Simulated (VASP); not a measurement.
Here is a VASP 6.6.1 calculation.

File INCAR:

```
SYSTEM = Co8CuPd3RuRh3
ALGO = Normal ; EDIFF = 1E-7
ENCUT = 520 ; GGA = PE
ISIF = 2 ; ISMEAR = 0
ISPIN = 2 ; ISYM = 0
KPAR = 4 ; LASPH = .TRUE.
LCHARG = .FALSE. ; LMAXMIX = 4
LORBIT = 11 ; LREAL = Auto
LWAVE = .FALSE. ; MAGMOM = 3 3 3 3 3 3 3 3 0 0 0 0 0 0 0 0
NBANDS = 104 ; NELM = 150
PREC = Accurate ; SIGMA = 0.1
```

The input KPOINTS:

```
k-points
0
G
  3 3 3
  0 0 0
```

POSCAR

```
Co8CuPd3RuRh3
1.0
   -3.7361260127      3.6452379552     -3.7674399765
    3.7401846403      3.6425735515      3.7607169452
    3.7239116893     -3.6385149239     -3.7485026218
Co Cu Ru Rh Pd
8 1 1 3 3
Direct
    0.2475128482      0.9769865184      0.7454410370
    0.9935968377      0.2636245903      0.7493931457
    0.7719048264      0.5040294455      0.7596692435
    0.4857643401      0.7553065616      0.7487591593
    1.0088072859      0.5058062829      0.5059390476
    0.2369052936      0.5068035801      0.2486733813
    0.0053825002      0.7431189522      0.2447816819
    0.2406581930      0.7393040380     -0.0080000015
    0.4977669671      0.2450173765      0.2460538116
    0.7460842339      0.0062540834      0.2480501903
    0.4985232024      0.9949701408      0.4960005517
    0.0005121499      0.9947979890     -0.0035214915
    0.7529321477      0.2498806930      0.9992024445
    0.2520976622      0.2527496647      0.5009397710
    0.7530156655      0.7441127514      0.5021494650
    0.4930246533      0.4964481065      0.9965398397
```

Potentials or basis: VASP PAW PBE potentials, release 64 (Co, Cu, Ru_pv, Rh_pv, Pd).

Run with:

```bash
$ cat potpaw_PBE.64/Co/POTCAR potpaw_PBE.64/Cu/POTCAR potpaw_PBE.64/Ru_pv/POTCAR potpaw_PBE.64/Rh_pv/POTCAR potpaw_PBE.64/Pd/POTCAR > POTCAR
$ mpirun -np 4 vasp_std > vasp.out
```

Problem. Predict the largest force.

Solution. 0.027 eV/Å.

Problem. Estimate the net moment.

Solution. 15.62 μB per cell.

Forces in eV/Å, atoms in the order of the input:
```
Co  -0.001 -0.001  0.021
Co  -0.003 -0.007 -0.015
Co   0.007  0.011 -0.012
Co  -0.001 -0.016 -0.007
Co  -0.007  0.017 -0.010
Co  -0.004 -0.001  0.008
Co  -0.013  0.005 -0.023
Co   0.001  0.008  0.004
Cu   0.015 -0.007 -0.002
Ru   0.007 -0.013  0.004
Rh   0.013 -0.010 -0.001
Rh  -0.023  0.011  0.002
Rh  -0.010  0.020  0.001
Pd   0.011 -0.006  0.017
Pd   0.012 -0.003 -0.007
Pd  -0.003 -0.008  0.018
```

Caveat: the k points lie up to 0.40 Å⁻¹ apart.
